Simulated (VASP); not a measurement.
# Cs (Fm-3m) in VASP: notebook

Cs is run at these levels: LDA; tasks: single point.

Program: VASP 6.6.1. These are calculated values, not measurements. Logs are shortened: lines on timing, memory, paths and dates and some standing lists are left out, and cuts for length are marked.

## (1) The cell of the first run

The structure is cubic, space group Fm-3m (No. 225). Conventional cell: a = 7.144 Å, b = 7.144 Å, c = 7.144 Å, α = 90.00°, β = 90.00°, γ = 90.00°.

## (2) Single point, LDA (volume scaled by 0.95)

INCAR

```
PREC = Accurate
ENCUT = 520
EDIFF = 1E-6
ISMEAR = -1
SIGMA = 0.1
LREAL = False
LASPH = True
NELM = 60
ALGO = Normal
ISIF = 2
LWAVE = False
LCHARG = False
NBANDS = 10
```

KPOINTS

```
regular mesh
0
Gamma
  10 10 10
```

POSCAR

```
Cs
1.0
    0.0000000000      3.5721108905      3.5721108905
    3.5721108905      0.0000000000      3.5721108905
    3.5721108905      3.5721108905      0.0000000000
Cs
1
Direct
    0.0000000000      0.0000000000      0.0000000000
```

Potentials or basis: VASP PAW LDA potentials, release 64 (Cs_sv).

On the command line:

```
cat potpaw_LDA.64/Cs_sv/POTCAR > POTCAR
mpirun -np 1 vasp_std > vasp.out
```

OUTCAR:

```text
PREC = Accurate
   ENCUT = 520
   EDIFF = 1E-6
   ISMEAR = -1
   LREAL = False
   LASPH = True
   NELM = 60
   ISIF = 2

 ion  position               nearest neighbor table
   1  0.000  0.000  0.000-

  LATTYP: Found a face centered cubic cell.
 ALAT       =     7.1442217810

  Lattice vectors:

 A1 = (   0.0000000000,   3.5721108905,   3.5721108905)
 A2 = (   3.5721108905,   0.0000000000,   3.5721108905)
 A3 = (   3.5721108905,   3.5721108905,   0.0000000000)

Analysis of symmetry for initial positions (statically):
=====================================================================
 Subroutine PRICEL returns:
 Original cell was already a primitive cell.

 Routine SETGRP: Setting up the symmetry group for a
 face centered cubic supercell.

 Subroutine GETGRP returns: Found 48 space group operations
[... 9 lines left out ...]

 Routine SETGRP: Setting up the symmetry group for a
 face centered cubic supercell.

 Subroutine GETGRP returns: Found 48 space group operations
[... 11 lines left out ...]
                                     Primitive cell

  volume of cell :      91.1601

  direct lattice vectors                    reciprocal lattice vectors
     0.000000000  3.572110890  3.572110890    -0.139973258  0.139973258  0.139973258
     3.572110890  0.000000000  3.572110890     0.139973258 -0.139973258  0.139973258
     3.572110890  3.572110890  0.000000000     0.139973258  0.139973258 -0.139973258

  length of vectors
     5.051727668  5.051727668  5.051727668     0.242440795  0.242440795  0.242440795

  position of ions in fractional coordinates (direct lattice)
     0.000000000  0.000000000  0.000000000

  ion indices of the primitive-cell ions
   primitive index   ion index
                 1           1

----------------------------------------------------------------------------------------

 KPOINTS: regular mesh

Automatic generation of k-mesh.
 Grid dimensions read from file:
 generate k-points for:   10   10   10

 Generating k-lattice:

  Cartesian coordinates                     Fractional coordinates (reciprocal lattice)
    -0.013997326  0.013997326  0.013997326     0.100000000  0.000000000  0.000000000
     0.013997326 -0.013997326  0.013997326     0.000000000  0.100000000  0.000000000
     0.013997326  0.013997326 -0.013997326     0.000000000  0.000000000  0.100000000

  Length of vectors
     0.024244079  0.024244079  0.024244079

  Shift w.r.t. Gamma in fractional coordinates (k-lattice)
     0.000000000  0.000000000  0.000000000

 Subroutine IBZKPT returns following result:
 ===========================================

 Found     47 irreducible k-points:

 Following reciprocal coordinates:
            Coordinates               Weight
  0.000000  0.000000  0.000000      1.000000
  0.100000  0.000000  0.000000      8.000000
  0.200000  0.000000  0.000000      8.000000
  0.300000  0.000000  0.000000      8.000000
  0.400000  0.000000  0.000000      8.000000
  0.500000  0.000000  0.000000      4.000000
[... 16 lines left out ...]
  0.300000  0.300000  0.000000      6.000000
  0.400000  0.300000  0.000000     24.000000
 [... further k-points ...]
   k-points           NKPTS =     47   k-points in BZ     NKDIM =     47   number of bands    NBANDS=     10
   number of dos      NEDOS =    301   number of ions     NIONS =      1
   total plane-waves  NPLWV =  64000
   dimension x,y,z NGX =    40 NGY =   40 NGZ =   40
   dimension x,y,z NGXF=    80 NGYF=   80 NGZF=   80
   ions per type =               1
   NGX,Y,Z   is equivalent  to a cutoff of  13.16, 13.16, 13.16 a.u.
   NGXF,Y,Z  is equivalent  to a cutoff of  26.33, 26.33, 26.33 a.u.
 SYSTEM =  unknown system
   PREC   = accura    normal or accurate (medium, high low for compatibility)
   ISTART =      0    job   : 0-new  1-cont  2-samecut
   ICHARG =      2    charge: 1-file 2-atom 10-const
   ISPIN  =      1    spin polarized calculation?
   LNONCOLLINEAR =      F non collinear calculations
   LSORBIT =      F    spin-orbit coupling
   LASPH  =      T    aspherical Exc in radial PAW
   ENCUT  =  520.0 eV  38.22 Ry    6.18 a.u.   9.39  9.39  9.39*2*pi/ulx,y,z
   NELM   =     60;   NELMIN=  2; NELMDL= -5     # of ELM steps
   EDIFF  = 0.1E-05   stopping-criterion for ELM
   LREAL  =      F    real-space projection
   EDIFFG = 0.1E-04   stopping-criterion for IOM
   NSW    =      0    number of steps for IOM
   IBRION =     -1    ionic relax: 0-MD 1-quasi-New 2-CG
   NFREE  =      0    steps in history (QN), initial steepest desc. (CG)
   ISIF   =      2    stress and relaxation
   ISYM   =      2    0-nonsym 1-usesym 2-fastsym
   POTIM  = 0.5000    time-step for ionic-motion
   TEBEG  =    0.0;   TEEND  =   0.0 temperature during run
   PSTRESS=    0.0 pullay stress
   NELECT =       9.0000    total number of electrons
   NUPDOWN=      -1.0000    fix difference up-down
   EMIN   =  10.00;   EMAX   =-10.00  energy-range for DOS
   EFERMI =   0.00;   METHOD = LEGACY
   ISMEAR =    -1;   SIGMA  =   0.10  broadening in eV -4-tet -1-fermi 0-gaus
   EFERMI_NEDOS =   21; number of points for ismear=-14 and -15
   IALGO  =     38    algorithm
   IMIX   =      4    mixing-type and parameters
     AMIX     =   0.40;   BMIX     =  1.00
     AMIX_MAG =   1.60;   BMIX_MAG =  1.00
  volume/ion in A,a.u.               =      91.16       615.18
  Fermi-wavevector in a.u.,A,eV,Ry     =   0.756637  1.429836  7.789323  0.572499
  Thomas-Fermi vector in A             =   1.854802
   LORBIT       =      0    0 simple, 1 ext, 2 COOP (PROOUT), +10 PAW based schemes
   GGA     = CA    functional components
   LHFCALC =     F    Hartree Fock is set to
   AEXX    =    0.0000 exact exchange contribution
   IVDW    =     0    specifies the selected vdW correction
   LEPSILON=     F    determine dielectric tensor
   LRPA    =     F    only Hartree local field effects (RPA)
 non-spin polarized calculation
  energy-cutoff  :      520.00
  volume of cell :       91.16
 maximum number of plane-waves:      2481
 NGX is ok and might be reduce to    40
   NGX = 19   NGY = 19   NGZ = 19

 number of electron       9.0000000 magnetization

 Free energy of the ion-electron system (eV)
  ---------------------------------------------------
  ext. energy  EPLUGINS =         0.00000000
  ---------------------------------------------------
  free energy    TOTEN  =        -1.01142640 eV

  energy without entropy =       -0.96791791  energy(sigma->0) =       -0.98967216

 E-fermi :   0.9190     XC(G=0):  -6.1731

 val. band max:        0.8737688956   @ k =   0.5000   0.1000   0.0000
 cond. band min:       0.9882351399   @ k =   0.5000   0.3000   0.1000
 fundamental gap:      0.1144662443
 Fermi energy:         0.9189772303

 k-point     1 :       0.0000    0.0000    0.0000
  band No.  band energies     occupation
      1     -22.7732      2.00000
      2      -9.4536      2.00000
      3      -9.4536      2.00000
      4      -9.4536      2.00000
      5      -0.9936      2.00000
      6       3.4421      0.00000
      7       3.4421      0.00000
      8       3.4421      0.00000
      9       4.7784      0.00000
     10       4.7784      0.00000

 k-point     2 :       0.1000    0.0000    0.0000
  band No.  band energies     occupation
      1     -22.7715      2.00000
      2      -9.4843      2.00000
      3      -9.4574      2.00000
      4      -9.4574      2.00000
      5      -0.8586      2.00000
      6       3.2234      0.00000
      7       3.5045      0.00000
      8       3.5045      0.00000
      9       4.6638      0.00000
     10       4.6638      0.00000

 k-point     3 :       0.2000    0.0000    0.0000
  band No.  band energies     occupation
      1     -22.7669      2.00000
      2      -9.5625      2.00000
      3      -9.4673      2.00000
      4      -9.4673      2.00000
      5      -0.4829      2.00000
      6       2.7973      0.00000
      7       3.5845      0.00000
      8       3.5845      0.00000
      9       4.5744      0.00000
     10       4.5744      0.00000

 k-point     4 :       0.3000    0.0000    0.0000
  band No.  band energies     occupation
      1     -22.7611      2.00000
      2      -9.6556      2.00000
      3      -9.4795      2.00000
      4      -9.4795      2.00000
      5       0.0429      1.99969
      6       2.4091      0.00000
      7       3.4863      0.00000
      8       3.4863      0.00000
      9       4.8765      0.00000
     10       4.8765      0.00000

 k-point     5 :       0.4000    0.0000    0.0000
  band No.  band energies     occupation
      1     -22.7565      2.00000
      2      -9.7282      2.00000
      3      -9.4893      2.00000
      4      -9.4893      2.00000
      5       0.5487      1.95188
      6       2.1463      0.00001
      7       3.3377      0.00000
      8       3.3377      0.00000
      9       5.4420      0.00000
     10       5.4420      0.00000

 k-point     6 :       0.5000    0.0000    0.0000
  band No.  band energies     occupation
      1     -22.7547      2.00000
      2      -9.7554      2.00000
      3      -9.4930      2.00000
      4      -9.4930      2.00000
      5       0.7737      1.62078
      6       2.0490      0.00002
      7       3.2777      0.00000
      8       3.2777      0.00000
      9       5.8031      0.00000
     10       5.8033      0.00000
[... 183 lines left out ...]
 k-point    21 :      -0.3000    0.2000    0.0000
  band No.  band energies     occupation
      1     -22.7547      2.00000
      2      -9.6850      2.00000
      3      -9.5659      2.00000
      4      -9.4933      2.00000
      5       0.8111      1.49247
      6       2.2154      0.00000
      7       2.6422      0.00000
      8       3.7126      0.00000
      9       4.6738      0.00000
     10       5.9380      0.00000

 k-point    22 :      -0.2000    0.2000    0.0000
  band No.  band energies     occupation
      1     -22.7592      2.00000
      2      -9.6407      2.00000
      3      -9.5373      2.00000
      4      -9.4780      2.00000
      5       0.2584      1.99730
      6       2.4410      0.00000
      7       2.9334      0.00000
      8       3.8549      0.00000
      9       4.1565      0.00000
     10       5.5891      0.00000

 k-point    23 :       0.3000    0.3000    0.0000
  band No.  band energies     occupation
      1     -22.7571      2.00000
      2      -9.6456      2.00000
      3      -9.5244      2.00000
      4      -9.5244      2.00000
      5       0.3544      1.99296
      6       2.1758      0.00001
      7       2.8952      0.00000
      8       4.3087      0.00000
      9       4.3087      0.00000
     10       5.3808      0.00000

 k-point    24 :       0.4000    0.3000    0.0000
  band No.  band energies     occupation
      1     -22.7535      2.00000
      2      -9.6842      2.00000
      3      -9.5460      2.00000
      4      -9.5363      2.00000
      5       0.7315      1.73412
      6       2.0277      0.00003
      7       2.6723      0.00000
      8       4.4212      0.00000
      9       4.7190      0.00000
     10       5.7020      0.00000

 [... further k-points ...]
[... 5 lines left out ...]
  --------------------------------------------------------------------------------------
  -------------------------------------------------------------------------------------
  Total        0.0758389      0.0758389      0.0758389      0.0000000     -0.0000000      0.0000000
  in kB        1.3329003      1.3329003      1.3329003      0.0000000     -0.0000000      0.0000000
  external PRESSURE =       1.3329003 kB  Pullay stress =       0.0000000 kB

 VOLUME and BASIS-vectors are now :
 -----------------------------------------------------------------------------
  energy-cutoff  :      520.00
  volume of cell :       91.16
      direct lattice vectors                 reciprocal lattice vectors
     0.000000000  3.572110890  3.572110890    -0.139973258  0.139973258  0.139973258
     3.572110890  0.000000000  3.572110890     0.139973258 -0.139973258  0.139973258
     3.572110890  3.572110890  0.000000000     0.139973258  0.139973258 -0.139973258

 POSITION                                       TOTAL-FORCE (eV/Angst)
 -----------------------------------------------------------------------------------
      0.00000      0.00000      0.00000         0.000000      0.000000      0.000000
 -----------------------------------------------------------------------------------
    total drift:                               -0.000000     -0.000000     -0.000000

  FREE ENERGIE OF THE ION-ELECTRON SYSTEM (eV)
  ---------------------------------------------------
  free  energy   TOTEN  =        -1.0114263997 eV

  energy  without entropy=       -0.9679179134  energy(sigma->0) =       -0.98967216
```

Run time: 24 s. Hardware: 1 thread of AMD EPYC 7R13 (Zen 3), shared host; peak memory 0.17 GiB.

What came out:

* Free energy: -1.0114 eV
* Pressure: 0.1 GPa

Caveat: spin-orbit coupling is left out, which moves the levels of the heavy elements.

(Continued in part 2 of 2.)
